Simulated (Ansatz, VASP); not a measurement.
ScTi2O2: VASP beside Ansatz

INCAR

```
PREC = Accurate ; ENCUT = 520
EDIFF = 1E-6 ; ISMEAR = 0
SIGMA = 0.2 ; LREAL = F
LASPH = T ; NELM = 60
ALGO = Normal ; ISIF = 2
LWAVE = F ; LCHARG = F
GGA = PE ; NBANDS = 58
```

KPOINTS

```
regular mesh
0
Gamma
  8 4 4
```

File POSCAR:

```
ScTi2O2
1.0
    3.0244754918      0.0000000000      0.0000000000
    0.0000000000      5.2385452181      0.0000000000
    0.0000000000      0.0000000000      7.5491813153
Sc Ti O
2 4 4
Direct
    0.0000000000      0.0000000000      1.0000000000
    0.5000000000      0.5000000000      1.0000000000
    0.0000000000      0.3333333333      0.3461837274
    0.5000000000      0.8333333333      0.3461837274
    0.5000000000      0.1666666667      0.6538162726
    0.0000000000      0.6666666667      0.6538162726
    0.0000000000      0.3333333333      0.8311316741
    0.5000000000      0.8333333333      0.8311316741
    0.5000000000      0.1666666667      0.1688683259
    0.0000000000      0.6666666667      0.1688683259
```

Input for Ansatz:

```yaml
crystal:
  lattice:
    - [3.0244754918, 0.0, 0.0]
    - [0.0, 5.2385452181, 0.0]
    - [0.0, 0.0, 7.5491813153]
  atoms:
    - { symbol: Sc, position: [0.0, 0.0, 1.0] }
    - { symbol: Sc, position: [0.5, 0.5, 1.0] }
    - { symbol: Ti, position: [0.0, 0.3333333333, 0.3461837274] }
    - { symbol: Ti, position: [0.5, 0.8333333333, 0.3461837274] }
    - { symbol: Ti, position: [0.5, 0.1666666667, 0.6538162726] }
    - { symbol: Ti, position: [0.0, 0.6666666667, 0.6538162726] }
    - { symbol: O, position: [0.0, 0.3333333333, 0.8311316741] }
    - { symbol: O, position: [0.5, 0.8333333333, 0.8311316741] }
    - { symbol: O, position: [0.5, 0.1666666667, 0.1688683259] }
    - { symbol: O, position: [0.0, 0.6666666667, 0.1688683259] }
basis:
  ecutwfc: 420
kpoints:
  mp_grid: { grid: [8, 4, 4] }
hamiltonian:
  xc: pbe
scf:
  occupations: { method: gaussian, width: 0.2 }
  lower_state_search: "off"
output:
  forces: true
  stress: true
  eigenvalues: true
```

Alike in both runs: task single point; functional PBE; k mesh 8 × 4 × 4; occupations gaussian, width 0.2 eV; no spin polarisation.

|  | VASP | Ansatz |
| --- | --- | --- |
| version | VASP 6.6.1 | Ansatz 0.2.0 |
| potentials or method | VASP PAW PBE potentials, release 64 (Sc_sv, Ti_sv, O), cutoff 520 eV | scalar-relativistic, plane waves, PAW |
| valence electrons in the cell | 94 | 94 |

|  | VASP | Ansatz | Ansatz less VASP |
| --- | --- | --- | --- |
| gap on the k mesh at the Fermi level (eV) | none | none | - |
| pressure (GPa) | 0.7 | 0.1 | -0.65 |
| traceless stress, the component that is largest in VASP (GPa) | 0.06 | 0.06 | +0.004 |
| rms of the force components (eV/Å) | 0.022 | 0.010 | -0.0123 |

Atom by atom the forces differ by 0.025 eV/Å (rms over components). A gap of «none» marks a metal or a gap that the smearing closes. With one functional, cell and mesh, what is left measures potentials, basis and numerics.
